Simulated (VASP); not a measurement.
# Ti (Fm-3m) in VASP: further runs

Runs on Ti. Level: PBEsol. Tasks: single point.

Program: VASP 6.6.1. These are calculated values, not measurements. Logs are shortened: lines on timing, memory, paths and dates and some standing lists are left out, and cuts for length are marked.

**1. The cell of the first run**

It takes space group Fm-3m (No. 225, cubic). Conventional cell: a = 4.036 Å, b = 4.036 Å, c = 4.036 Å, α = 90.00°, β = 90.00°, γ = 90.00°. Within 3.8 Å of Ti (site symmetry m-3m) lie 12 Ti at 2.85 Å.

**2. Single point, PBEsol (volume scaled by 0.98)**

The input, INCAR:

```
  PREC = Accurate
  ENCUT = 520
  EDIFF = 1E-6
  ISMEAR = -1
  SIGMA = 0.15
  LREAL = False
  LASPH = True
  NELM = 100
  ALGO = Normal
  ISIF = 2
  LWAVE = False
  LCHARG = False
  GGA = PS
  NBANDS = 12
```

The input, KPOINTS:

```
regular mesh
0
Gamma
  20 20 20
```

The input, POSCAR:

```
Ti
1.0
    0.0000000000      2.0182073943      2.0182073943
    2.0182073943      0.0000000000      2.0182073943
    2.0182073943      2.0182073943      0.0000000000
Ti
1
Direct
    0.0000000000      0.0000000000      0.0000000000
```

Potentials or basis: VASP PAW PBE potentials, release 64 (Ti_sv).

The run is started by

```bash
> cat potpaw_PBE.64/Ti_sv/POTCAR > POTCAR
> mpirun -np 1 vasp_std > vasp.out
```

OUTCAR:

```text
PREC = Accurate
   ENCUT = 520
   EDIFF = 1E-6
   ISMEAR = -1
   LREAL = False
   LASPH = True
   NELM = 100
   ISIF = 2
   GGA = PS

 ion  position               nearest neighbor table
   1  0.000  0.000  0.000-

  LATTYP: Found a face centered cubic cell.
 ALAT       =     4.0364147886

  Lattice vectors:

 A1 = (   0.0000000000,   2.0182073943,   2.0182073943)
 A2 = (   2.0182073943,   0.0000000000,   2.0182073943)
 A3 = (   2.0182073943,   2.0182073943,   0.0000000000)

Analysis of symmetry for initial positions (statically):
=====================================================================
 Subroutine PRICEL returns:
 Original cell was already a primitive cell.

 Routine SETGRP: Setting up the symmetry group for a
 face centered cubic supercell.

 Subroutine GETGRP returns: Found 48 space group operations
 (whereof 48 operations were pure point group operations)
 out of a pool of 48 trial point group operations.

The static configuration has the point symmetry O_h .

Analysis of symmetry for dynamics (positions and initial velocities):
=====================================================================
 Subroutine PRICEL returns:
 Original cell was already a primitive cell.

 Routine SETGRP: Setting up the symmetry group for a
 face centered cubic supercell.

 Subroutine GETGRP returns: Found 48 space group operations
 (whereof 48 operations were pure point group operations)
 out of a pool of 48 trial point group operations.

The dynamic configuration has the point symmetry O_h .

 Subroutine INISYM returns: Found 48 space group operations
 (whereof 48 operations are pure point group operations),
 and found     1 'primitive' translations

----------------------------------------------------------------------------------------

                                     Primitive cell

  volume of cell :      16.4410

  direct lattice vectors                    reciprocal lattice vectors
     0.000000000  2.018207394  2.018207394    -0.247744608  0.247744608  0.247744608
     2.018207394  0.000000000  2.018207394     0.247744608 -0.247744608  0.247744608
     2.018207394  2.018207394  0.000000000     0.247744608  0.247744608 -0.247744608

  length of vectors
     2.854176269  2.854176269  2.854176269     0.429106249  0.429106249  0.429106249

  position of ions in fractional coordinates (direct lattice)
     0.000000000  0.000000000  0.000000000

  ion indices of the primitive-cell ions
   primitive index   ion index
                 1           1

----------------------------------------------------------------------------------------

 KPOINTS: regular mesh

Automatic generation of k-mesh.
 Grid dimensions read from file:
 generate k-points for:   20   20   20

 Generating k-lattice:

  Cartesian coordinates                     Fractional coordinates (reciprocal lattice)
    -0.012387230  0.012387230  0.012387230     0.050000000  0.000000000  0.000000000
     0.012387230 -0.012387230  0.012387230     0.000000000  0.050000000  0.000000000
     0.012387230  0.012387230 -0.012387230     0.000000000  0.000000000  0.050000000

  Length of vectors
     0.021455312  0.021455312  0.021455312

  Shift w.r.t. Gamma in fractional coordinates (k-lattice)
     0.000000000  0.000000000  0.000000000

 Subroutine IBZKPT returns following result:
 ===========================================

 Found    256 irreducible k-points:

 Following reciprocal coordinates:
            Coordinates               Weight
  0.000000  0.000000  0.000000      1.000000
  0.050000  0.000000  0.000000      8.000000
  0.100000  0.000000  0.000000      8.000000
  0.150000  0.000000  0.000000      8.000000
  0.200000  0.000000  0.000000      8.000000
  0.250000  0.000000  0.000000      8.000000
[... 16 lines left out ...]
 -0.400000  0.050000  0.000000     24.000000
 -0.350000  0.050000  0.000000     24.000000
 [... further k-points ...]
   k-points           NKPTS =    256   k-points in BZ     NKDIM =    256   number of bands    NBANDS=     12
   number of dos      NEDOS =    301   number of ions     NIONS =      1
   total plane-waves  NPLWV =  13824
   dimension x,y,z NGX =    24 NGY =   24 NGZ =   24
   dimension x,y,z NGXF=    48 NGYF=   48 NGZF=   48
   ions per type =               1
   NGX,Y,Z   is equivalent  to a cutoff of  13.98, 13.98, 13.98 a.u.
   NGXF,Y,Z  is equivalent  to a cutoff of  27.96, 27.96, 27.96 a.u.
 SYSTEM =  unknown system
   PREC   = accura    normal or accurate (medium, high low for compatibility)
   ISTART =      0    job   : 0-new  1-cont  2-samecut
   ICHARG =      2    charge: 1-file 2-atom 10-const
   ISPIN  =      1    spin polarized calculation?
   LNONCOLLINEAR =      F non collinear calculations
   LSORBIT =      F    spin-orbit coupling
   LASPH  =      T    aspherical Exc in radial PAW
   ENCUT  =  520.0 eV  38.22 Ry    6.18 a.u.   5.31  5.31  5.31*2*pi/ulx,y,z
   NELM   =    100;   NELMIN=  2; NELMDL= -5     # of ELM steps
   EDIFF  = 0.1E-05   stopping-criterion for ELM
   LREAL  =      F    real-space projection
   EDIFFG = 0.1E-04   stopping-criterion for IOM
   NSW    =      0    number of steps for IOM
   IBRION =     -1    ionic relax: 0-MD 1-quasi-New 2-CG
   NFREE  =      0    steps in history (QN), initial steepest desc. (CG)
   ISIF   =      2    stress and relaxation
   ISYM   =      2    0-nonsym 1-usesym 2-fastsym
   POTIM  = 0.5000    time-step for ionic-motion
   TEBEG  =    0.0;   TEEND  =   0.0 temperature during run
   PSTRESS=    0.0 pullay stress
   NELECT =      12.0000    total number of electrons
   NUPDOWN=      -1.0000    fix difference up-down
   EMIN   =  10.00;   EMAX   =-10.00  energy-range for DOS
   EFERMI =   0.00;   METHOD = LEGACY
   ISMEAR =    -1;   SIGMA  =   0.15  broadening in eV -4-tet -1-fermi 0-gaus
   EFERMI_NEDOS =   21; number of points for ismear=-14 and -15
   IALGO  =     38    algorithm
   IMIX   =      4    mixing-type and parameters
     AMIX     =   0.40;   BMIX     =  1.00
     AMIX_MAG =   1.60;   BMIX_MAG =  1.00
  volume/ion in A,a.u.               =      16.44       110.95
  Fermi-wavevector in a.u.,A,eV,Ry     =   1.473984  2.785426 29.560412  2.172629
  Thomas-Fermi vector in A             =   2.588811
   LORBIT       =      0    0 simple, 1 ext, 2 COOP (PROOUT), +10 PAW based schemes
   GGA     = PS    functional components
   LHFCALC =     F    Hartree Fock is set to
   AEXX    =    0.0000 exact exchange contribution
   IVDW    =     0    specifies the selected vdW correction
   LEPSILON=     F    determine dielectric tensor
   LRPA    =     F    only Hartree local field effects (RPA)
 non-spin polarized calculation
  energy-cutoff  :      520.00
  volume of cell :       16.44
 maximum number of plane-waves:       459
 NGX is ok and might be reduce to    24
   NGX = 11   NGY = 11   NGZ = 11

 number of electron      12.0000001 magnetization

 Free energy of the ion-electron system (eV)
  ---------------------------------------------------
  ext. energy  EPLUGINS =         0.00000000
  ---------------------------------------------------
  free energy    TOTEN  =        -8.34239153 eV

  energy without entropy =       -8.22423663  energy(sigma->0) =       -8.28331408

 E-fermi :   8.6895     XC(G=0): -11.8996

 val. band max:        8.6886391601   @ k =  -0.4000   0.3000   0.1500
 cond. band min:       8.7170892945   @ k =  -0.4500   0.3500   0.1500
 fundamental gap:      0.0284501344
 Fermi energy:         8.6894717242

 k-point     1 :       0.0000    0.0000    0.0000
  band No.  band energies     occupation
      1     -47.6884      2.00000
      2     -23.5725      2.00000
      3     -23.5725      2.00000
      4     -23.5725      2.00000
      5       2.4613      2.00000
      6       9.6032      0.00451
      7       9.6032      0.00451
      8       9.6032      0.00451
      9      11.3554      0.00000
     10      11.3554      0.00000
     11      24.2588      0.00000
     12      28.9618      0.00000

 k-point     2 :       0.0500    0.0000    0.0000
  band No.  band energies     occupation
      1     -47.6846      2.00000
      2     -23.5931      2.00000
      3     -23.5750      2.00000
      4     -23.5750      2.00000
      5       2.5471      2.00000
      6       9.5483      0.00650
      7       9.6353      0.00364
      8       9.6353      0.00364
      9      11.3338      0.00000
     10      11.3338      0.00000
     11      24.3418      0.00000
     12      28.2639      0.00000

 k-point     3 :       0.1000    0.0000    0.0000
  band No.  band energies     occupation
      1     -47.6737      2.00000
      2     -23.6529      2.00000
      3     -23.5824      2.00000
      4     -23.5824      2.00000
      5       2.7992      2.00000
      6       9.3962      0.01782
      7       9.7214      0.00205
      8       9.7214      0.00205
      9      11.2819      0.00000
     10      11.2819      0.00000
     11      24.5310      0.00000
     12      26.9298      0.00000

 k-point     4 :       0.1500    0.0000    0.0000
  band No.  band energies     occupation
      1     -47.6566      2.00000
      2     -23.7453      2.00000
      3     -23.5938      2.00000
      4     -23.5938      2.00000
      5       3.2019      2.00000
      6       9.1811      0.07270
      7       9.8273      0.00102
      8       9.8273      0.00102
      9      11.2406      0.00000
     10      11.2406      0.00000
     11      24.5206      0.00000
     12      25.7154      0.00000

 k-point     5 :       0.2000    0.0000    0.0000
  band No.  band energies     occupation
      1     -47.6351      2.00000
      2     -23.8603      2.00000
      3     -23.6082      2.00000
      4     -23.6082      2.00000
      5       3.7260      2.00000
      6       8.9508      0.29801
      7       9.8936      0.00065
      8       9.8936      0.00065
      9      11.2758      0.00000
     10      11.2758      0.00000
     11      23.5680      0.00000
     12      25.3183      0.00000
[... 228 lines left out ...]
      1     -47.5313      2.00000
      2     -24.3742      2.00000
      3     -23.6876      2.00000
      4     -23.6796      2.00000
      5       6.0289      2.00000
      6       9.1848      0.07100
      7       9.5231      0.00769
      8       9.5687      0.00568
      9      12.5349      0.00000
     10      12.6572      0.00000
     11      17.4768      0.00000
     12      23.5695      0.00000

 k-point    22 :      -0.4500    0.0500    0.0000
  band No.  band energies     occupation
      1     -47.5326      2.00000
      2     -24.3678      2.00000
      3     -23.6904      2.00000
      4     -23.6752      2.00000
      5       6.0145      2.00000
      6       9.1791      0.07365
      7       9.5240      0.00764
      8       9.5469      0.00656
      9      12.4440      0.00000
     10      12.6944      0.00000
     11      17.5776      0.00000
     12      23.5943      0.00000

 k-point    23 :      -0.4000    0.0500    0.0000
  band No.  band energies     occupation
      1     -47.5413      2.00000
      2     -24.3249      2.00000
      3     -23.6878      2.00000
      4     -23.6662      2.00000
      5       5.8970      2.00000
      6       9.0229      0.19539
      7       9.5087      0.00846
      8       9.5737      0.00549
      9      12.2303      0.00000
     10      12.5772      0.00000
     11      18.2209      0.00000
     12      23.7843      0.00000

 k-point    24 :      -0.3500    0.0500    0.0000
  band No.  band energies     occupation
      1     -47.5567      2.00000
      2     -24.2491      2.00000
      3     -23.6801      2.00000
      4     -23.6534      2.00000
      5       5.6260      2.00000
      6       8.7742      0.72478
      7       9.5771      0.00537
      8       9.6663      0.00297
      9      11.9304      0.00000
     10      12.3480      0.00000
     11      19.2385      0.00000
     12      24.1151      0.00000

 [... further k-points ...]

------------------------ aborting loop because EDIFF is reached ----------------------------------------

  FORCE on cell =-STRESS in cart. coord.  units (eV):
  Direction    XX          YY          ZZ          XY          YZ          ZX
  --------------------------------------------------------------------------------------
  -------------------------------------------------------------------------------------
  Total        0.2112356      0.2112356      0.2112356     -0.0000000     -0.0000000     -0.0000000
  in kB       20.5849783     20.5849783     20.5849783     -0.0000000     -0.0000000     -0.0000000
  external PRESSURE =      20.5849783 kB  Pullay stress =       0.0000000 kB

 VOLUME and BASIS-vectors are now :
 -----------------------------------------------------------------------------
  energy-cutoff  :      520.00
  volume of cell :       16.44
      direct lattice vectors                 reciprocal lattice vectors
     0.000000000  2.018207394  2.018207394    -0.247744608  0.247744608  0.247744608
     2.018207394  0.000000000  2.018207394     0.247744608 -0.247744608  0.247744608
     2.018207394  2.018207394  0.000000000     0.247744608  0.247744608 -0.247744608

 POSITION                                       TOTAL-FORCE (eV/Angst)
 -----------------------------------------------------------------------------------
      0.00000      0.00000      0.00000         0.000000      0.000000      0.000000
 -----------------------------------------------------------------------------------
    total drift:                                0.000000      0.000000     -0.000000

  FREE ENERGIE OF THE ION-ELECTRON SYSTEM (eV)
  ---------------------------------------------------
  free  energy   TOTEN  =        -8.3423915284 eV

  energy  without entropy=       -8.2242366298  energy(sigma->0) =       -8.28331408
```

Wall time 15 s (1 thread of Intel Xeon 6975P-C (Granite Rapids), shared host); peak memory 0.17 GiB.

What came out:

```yaml
Free_energy: -8.3424 eV
Pressure: 2.1 GPa
Band_gap_on_the_k_mesh: zero (band 6 reaches 9.60 eV, above the bottom of band 7 at 8.29 eV)
```

Caveat: the cell differs from its parent crystal (volume scaled by 0.98); the PAW data sets were made with another functional, which shifts forces and pressure a little.

**3. Single point, PBEsol**

This run uses another cell than the first one, of 16.78 Å³/atom, 1.020 times its volume.

The input, INCAR:

```
ALGO = Normal
EDIFF = 1E-6
ENCUT = 520
GGA = PS
ISIF = 2
ISMEAR = -1
LASPH = True
LCHARG = False
LREAL = False
LWAVE = False
NBANDS = 12
NELM = 60
PREC = Accurate
SIGMA = 0.15
```

The input, KPOINTS:

```
k-points
0
Gamma
  20 20 20
```

The input, POSCAR:

```
Ti
1.0
    0.0000000000      2.0318443445      2.0318443445
    2.0318443445      0.0000000000      2.0318443445
    2.0318443445      2.0318443445      0.0000000000
Ti
1
Direct
    0.0000000000      0.0000000000      0.0000000000
```

Potentials or basis: VASP PAW PBE potentials, release 64 (Ti_sv).

The run is started by

```bash
> cat potpaw_PBE.64/Ti_sv/POTCAR > POTCAR
> mpirun -np 1 vasp_std > vasp.out
```

It took 15 s on 1 thread of Intel Xeon 6975P-C (Granite Rapids), shared host; peak memory 0.17 GiB.

The run converged. Its results:

- Free energy: -8.3443 eV
- Pressure: -0.3 GPa
- Band gap on the k mesh: zero (band 6 reaches 9.37 eV, above the bottom of band 7 at 8.08 eV)

Levels at points of the mesh, in eV from the Fermi level:
| k point | band 2 | band 3 | band 4 | band 5 | band 6 | band 7 | band 8 | band 9 | band 10 | band 11 |
| --- | --- | --- | --- | --- | --- | --- | --- | --- | --- | --- |
| (0.00, 0.00, 0.00) | -32.32 | -32.32 | -32.32 | -6.18 | 0.90 | 0.90 | 0.90 | 2.61 | 2.61 | 15.46 |
| (0.50, 0.00, 0.00) | -33.08 | -32.42 | -32.42 | -2.67 | 0.73 | 0.77 | 0.77 | 3.75 | 3.75 | 8.55 |
| (0.50, 0.50, 0.00) | -33.03 | -32.59 | -32.59 | -2.71 | -1.80 | 3.00 | 3.73 | 4.05 | 4.05 | 10.97 |

Caveat: the PAW data sets were made with another functional, which shifts forces and pressure a little.
